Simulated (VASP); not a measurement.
# Ca (Immm) in VASP: notebook, part 3 of 3

VASP 6.6.1.

**5. Single point, LDA (volume scaled by 1.04)**

INCAR

```
SYSTEM = Ca
PREC     = Accurate       ! precision mode
ENCUT    = 520            ! plane-wave cutoff, eV
EDIFF    = 1E-7           ! SCF threshold, eV
ISMEAR   = 0              ! smearing method
SIGMA    = 0.05           ! smearing width, eV
LREAL    = .False.        ! projectors in reciprocal space
LASPH    = .True.         ! aspherical terms in the spheres
NELM     = 100            ! most SCF steps
ALGO     = Normal         ! electronic algorithm
ISIF     = 2              ! what is computed and relaxed
LWAVE    = .False.        ! write WAVECAR
LCHARG   = .False.        ! write CHGCAR
GGA      = CA             ! functional
NBANDS   = 11             ! bands
```

KPOINTS

```
Automatic mesh
0
Gamma
  9 9 9
  0 0 0
```

POSCAR

```
Ca
1.0
   -2.1240759851      2.1293893476      2.4775318405
    2.1240759851     -2.1293893476      2.4775318405
    2.1240759851      2.1293893476     -2.4775318405
Ca
1
Direct
    0.5000000000      0.5000000000      0.0000000000
```

Potentials or basis: VASP PAW LDA potentials, release 64 (Ca_sv).

The run is started by

```sh
$ cat potpaw_LDA.64/Ca_sv/POTCAR > POTCAR
$ mpirun -np 1 vasp_std > vasp.out
```

OUTCAR:

```text
SYSTEM = Ca
   PREC = Accurate
   ENCUT = 520
   EDIFF = 1E-7
   ISMEAR = 0
   LREAL = .False.
   LASPH = .True.
   NELM = 100
   ISIF = 2
   GGA = CA

 ion  position               nearest neighbor table
   1  0.500  0.500  0.000-

  LATTYP: Found a body centered orthorhombic cell.
 ALAT       =     4.2481519702
 B/A-ratio  =     1.0025014936
 C/A-ratio  =     1.1664045250

  Lattice vectors:

 A1 = (  -2.1240759851,   2.1293893476,   2.4775318405)
 A2 = (   2.1240759851,  -2.1293893476,   2.4775318405)
 A3 = (   2.1240759851,   2.1293893476,  -2.4775318405)

Analysis of symmetry for initial positions (statically):
=====================================================================
 Subroutine PRICEL returns:
 Original cell was already a primitive cell.

 Routine SETGRP: Setting up the symmetry group for a
 body centered orthorhombic supercell.

 Subroutine GETGRP returns: Found  8 space group operations
 (whereof  8 operations were pure point group operations)
 out of a pool of  8 trial point group operations.

The static configuration has the point symmetry D_2h.

Analysis of symmetry for dynamics (positions and initial velocities):
=====================================================================
 Subroutine PRICEL returns:
 Original cell was already a primitive cell.

 Routine SETGRP: Setting up the symmetry group for a
 body centered orthorhombic supercell.

 Subroutine GETGRP returns: Found  8 space group operations
 (whereof  8 operations were pure point group operations)
 out of a pool of  8 trial point group operations.

The dynamic configuration has the point symmetry D_2h.

 Subroutine INISYM returns: Found  8 space group operations
 (whereof  8 operations are pure point group operations),
 and found     1 'primitive' translations

----------------------------------------------------------------------------------------

                                     Primitive cell

  volume of cell :      44.8234

  direct lattice vectors                    reciprocal lattice vectors
    -2.124075985  2.129389348  2.477531841     0.000000000  0.234809102  0.201813753
     2.124075985 -2.129389348  2.477531841     0.235396475  0.000000000  0.201813753
     2.124075985  2.129389348 -2.477531841     0.235396475  0.234809102  0.000000000

  length of vectors
     3.896686003  3.896686003  3.896686003     0.309619291  0.310064980  0.332485811

  position of ions in fractional coordinates (direct lattice)
     0.500000000  0.500000000  0.000000000

  ion indices of the primitive-cell ions
   primitive index   ion index
                 1           1

----------------------------------------------------------------------------------------

 KPOINTS: Automatic mesh

Automatic generation of k-mesh.
 Grid dimensions read from file:
 generate k-points for:    9    9    9

 Generating k-lattice:

  Cartesian coordinates                     Fractional coordinates (reciprocal lattice)
     0.000000000  0.026089900  0.022423750     0.111111111 -0.000000000  0.000000000
     0.026155164  0.000000000  0.022423750    -0.000000000  0.111111111  0.000000000
     0.026155164  0.026089900  0.000000000     0.000000000  0.000000000  0.111111111

  Length of vectors
     0.034402143  0.034451664  0.036942868

  Shift w.r.t. Gamma in fractional coordinates (k-lattice)
     0.000000000  0.000000000  0.000000000

 Subroutine IBZKPT returns following result:
 ===========================================

 Found    125 irreducible k-points:

 Following reciprocal coordinates:
            Coordinates               Weight
  0.000000  0.000000  0.000000      1.000000
  0.111111 -0.000000  0.000000      4.000000
  0.222222 -0.000000  0.000000      4.000000
  0.333333 -0.000000  0.000000      4.000000
  0.444444 -0.000000  0.000000      4.000000
  0.000000  0.111111 -0.000000      4.000000
[... 16 lines left out ...]
 -0.111111  0.222222  0.000000      8.000000
  0.000000  0.333333  0.000000      4.000000
 [... further k-points ...]
   k-points           NKPTS =    125   k-points in BZ     NKDIM =    125   number of bands    NBANDS=     11
   number of dos      NEDOS =    301   number of ions     NIONS =      1
   total plane-waves  NPLWV =  27000
   dimension x,y,z NGX =    30 NGY =   30 NGZ =   30
   dimension x,y,z NGXF=    60 NGYF=   60 NGZF=   60
   ions per type =               1
   NGX,Y,Z   is equivalent  to a cutoff of  12.80, 12.80, 12.80 a.u.
   NGXF,Y,Z  is equivalent  to a cutoff of  25.60, 25.60, 25.60 a.u.
 SYSTEM =  Ca
   PREC   = accura    normal or accurate (medium, high low for compatibility)
   ISTART =      0    job   : 0-new  1-cont  2-samecut
   ICHARG =      2    charge: 1-file 2-atom 10-const
   ISPIN  =      1    spin polarized calculation?
   LNONCOLLINEAR =      F non collinear calculations
   LSORBIT =      F    spin-orbit coupling
   LASPH  =      T    aspherical Exc in radial PAW
   ENCUT  =  520.0 eV  38.22 Ry    6.18 a.u.   7.25  7.25  7.25*2*pi/ulx,y,z
   NELM   =    100;   NELMIN=  2; NELMDL= -5     # of ELM steps
   EDIFF  = 0.1E-06   stopping-criterion for ELM
   LREAL  =      F    real-space projection
   EDIFFG = 0.1E-05   stopping-criterion for IOM
   NSW    =      0    number of steps for IOM
   IBRION =     -1    ionic relax: 0-MD 1-quasi-New 2-CG
   NFREE  =      0    steps in history (QN), initial steepest desc. (CG)
   ISIF   =      2    stress and relaxation
   ISYM   =      2    0-nonsym 1-usesym 2-fastsym
   POTIM  = 0.5000    time-step for ionic-motion
   TEBEG  =    0.0;   TEEND  =   0.0 temperature during run
   PSTRESS=    0.0 pullay stress
   NELECT =      10.0000    total number of electrons
   NUPDOWN=      -1.0000    fix difference up-down
   EMIN   =  10.00;   EMAX   =-10.00  energy-range for DOS
   EFERMI =   0.00;   METHOD = LEGACY
   ISMEAR =     0;   SIGMA  =   0.05  broadening in eV -4-tet -1-fermi 0-gaus
   EFERMI_NEDOS =   21; number of points for ismear=-14 and -15
   IALGO  =     38    algorithm
   IMIX   =      4    mixing-type and parameters
     AMIX     =   0.40;   BMIX     =  1.00
     AMIX_MAG =   1.60;   BMIX_MAG =  1.00
  volume/ion in A,a.u.               =      44.82       302.48
  Fermi-wavevector in a.u.,A,eV,Ry     =   0.992903  1.876314 13.413383  0.985856
  Thomas-Fermi vector in A             =   2.124747
   LORBIT       =      0    0 simple, 1 ext, 2 COOP (PROOUT), +10 PAW based schemes
   GGA     = CA    functional components
   LHFCALC =     F    Hartree Fock is set to
   AEXX    =    0.0000 exact exchange contribution
   IVDW    =     0    specifies the selected vdW correction
   LEPSILON=     F    determine dielectric tensor
   LRPA    =     F    only Hartree local field effects (RPA)
 non-spin polarized calculation
 Gauss-broadening in eV      SIGMA  =   0.05
  energy-cutoff  :      520.00
  volume of cell :       44.82
 maximum number of plane-waves:      1228
 NGX is ok and might be reduce to    30
   NGX = 15   NGY = 15   NGZ = 15

 number of electron      10.0000000 magnetization

 number of electron       9.9999999 magnetization

 Free energy of the ion-electron system (eV)
  ---------------------------------------------------
  ext. energy  EPLUGINS =         0.00000000
  ---------------------------------------------------
  free energy    TOTEN  =        -2.13506308 eV

  energy without entropy =       -2.13260046  energy(sigma->0) =       -2.13383177

 E-fermi :   1.5826     XC(G=0):  -7.7709

 val. band max:        1.5743320464   @ k =  -0.3333   0.4444   0.3333
 cond. band min:       1.5872870407   @ k =  -0.4444  -0.2222   0.1111
 fundamental gap:      0.0129549943
 Fermi energy:         1.5826061848

 k-point     1 :       0.0000    0.0000    0.0000
  band No.  band energies     occupation
      1     -40.1527      2.00000
      2     -21.3709      2.00000
      3     -21.3703      2.00000
      4     -21.3609      2.00000
      5      -2.3554      2.00000
      6       3.5482      0.00000
      7       3.5607      0.00000
      8       4.1139      0.00000
      9       4.2478      0.00000
     10       4.9111      0.00000
     11      10.8395      0.00000
[... 309 lines left out ...]
 k-point    24 :       0.0000    0.3333    0.0000
  band No.  band energies     occupation
      1     -40.1441      2.00000
      2     -21.4555      2.00000
      3     -21.3943      2.00000
      4     -21.3665      2.00000
      5      -0.6661      2.00000
      6       2.4289      0.00000
      7       3.2612      0.00000
      8       4.2287      0.00000
      9       4.8665      0.00000
     10       4.9456      0.00000
     11       7.4539      0.00000

 [... further k-points ...]

------------------------ aborting loop because EDIFF is reached ----------------------------------------

  FORCE on cell =-STRESS in cart. coord.  units (eV):
  Direction    XX          YY          ZZ          XY          YZ          ZX
  --------------------------------------------------------------------------------------
  -------------------------------------------------------------------------------------
  Total       -0.7089581     -0.7116105     -0.6493972      0.0000000      0.0000000      0.0000000
  in kB      -25.3411784    -25.4359859    -23.2122188      0.0000000      0.0000000      0.0000000
  external PRESSURE =     -24.6631277 kB  Pullay stress =       0.0000000 kB

 VOLUME and BASIS-vectors are now :
 -----------------------------------------------------------------------------
  energy-cutoff  :      520.00
  volume of cell :       44.82
      direct lattice vectors                 reciprocal lattice vectors
    -2.124075985  2.129389348  2.477531841     0.000000000  0.234809102  0.201813753
     2.124075985 -2.129389348  2.477531841     0.235396475  0.000000000  0.201813753
     2.124075985  2.129389348 -2.477531841     0.235396475  0.234809102  0.000000000

 POSITION                                       TOTAL-FORCE (eV/Angst)
 -----------------------------------------------------------------------------------
      0.00000      0.00000      2.47753        -0.000000      0.000000     -0.000000
 -----------------------------------------------------------------------------------
    total drift:                                0.000000     -0.000000      0.000000

  FREE ENERGIE OF THE ION-ELECTRON SYSTEM (eV)
  ---------------------------------------------------
  free  energy   TOTEN  =        -2.1350630787 eV

  energy  without entropy=       -2.1326004624  energy(sigma->0) =       -2.13383177
```

Run time: 29 s. Hardware: 1 thread of Intel Xeon 6975P-C (Granite Rapids), shared host; peak memory 0.18 GiB.

What came out:

* Free energy: -2.1351 eV
* Pressure: -2.5 GPa
* Band gap on the k mesh: zero (band 5 reaches 1.73 eV, above the bottom of band 6 at 1.48 eV)

Stress tensor (GPa, compression positive):
```
-2.53  0.00  0.00
 0.00 -2.54  0.00
 0.00  0.00 -2.32
```

**6. Single point, LDA (volume scaled by 1.06)**

INCAR

```
SYSTEM = Ca
ALGO = Normal
EDIFF = 1E-7
ENCUT = 520
ISIF = 2
ISMEAR = 0
LASPH = .True.
LCHARG = .False.
LREAL = .False.
LWAVE = .False.
NBANDS = 11
NELM = 80
PREC = Accurate
SIGMA = 0.05
```

KPOINTS

```
k-points
0
Gamma
  9 9 9
  0 0 0
```

POSCAR

```
Ca
1.0
   -2.1376054963      2.1429527028      2.4933127236
    2.1376054963     -2.1429527028      2.4933127236
    2.1376054963      2.1429527028     -2.4933127236
Ca
1
Direct
    0.5000000000      0.5000000000      0.0000000000
```

Potentials or basis: VASP PAW LDA potentials, release 64 (Ca_sv).

The run is started by

```sh
$ cat potpaw_LDA.64/Ca_sv/POTCAR > POTCAR
$ mpirun -np 1 vasp_std > vasp.out
```

It took 34 s on 1 thread of Intel Xeon 6975P-C (Granite Rapids), shared host; peak memory 0.18 GiB.

It converged, with:

```
Free energy            : -2.1214 eV
Pressure               : -2.7 GPa
Band gap on the k mesh : zero (band 5 reaches 1.67 eV, above the bottom of band 6 at 1.41 eV)
```

Stress tensor (GPa, compression positive):
```
-2.72  0.00  0.00
 0.00 -2.73  0.00
 0.00  0.00 -2.51
```

Levels at points of the mesh, in eV from the Fermi level:
```tsv
k point	band 1	band 2	band 3	band 4	band 5	band 6	band 7	band 8	band 9	band 10
(0.00, 0.00, 0.00)	-41.78	-23.00	-23.00	-22.99	-3.91	1.94	1.95	2.49	2.63	3.27
```

**7. Overview**

```csv
level,potentials or basis,cell,smearing,gap on the mesh (eV),pressure (GPa)
PBE,"VASP PAW PBE potentials, release 64 (Ca_sv)","a = 3.846 Å, angles 113.9, 113.8, 101.0°, 1 atom",gaussian 0.02 eV,none,-0.4
LDA,"VASP PAW LDA potentials, release 64 (Ca_sv)","a = 3.846 Å, angles 113.9, 113.8, 101.0°, 1 atom",gaussian 0.05 eV,none,-2.0
LDA,"VASP PAW LDA potentials, release 64 (Ca_sv)","a = 3.872 Å, angles 113.9, 113.8, 101.0°, 1 atom",gaussian 0.05 eV,none,-2.3
LDA,"VASP PAW LDA potentials, release 64 (Ca_sv)","a = 3.897 Å, angles 113.9, 113.8, 101.0°, 1 atom",gaussian 0.05 eV,none,-2.5
LDA,"VASP PAW LDA potentials, release 64 (Ca_sv)","a = 3.922 Å, angles 113.9, 113.8, 101.0°, 1 atom",gaussian 0.05 eV,none,-2.7
```

Alike in all rows: task single point; no spin polarisation; k mesh 9 × 9 × 9; cutoff (eV) 520.

Absolute energies hang on the potentials; compare differences alone.
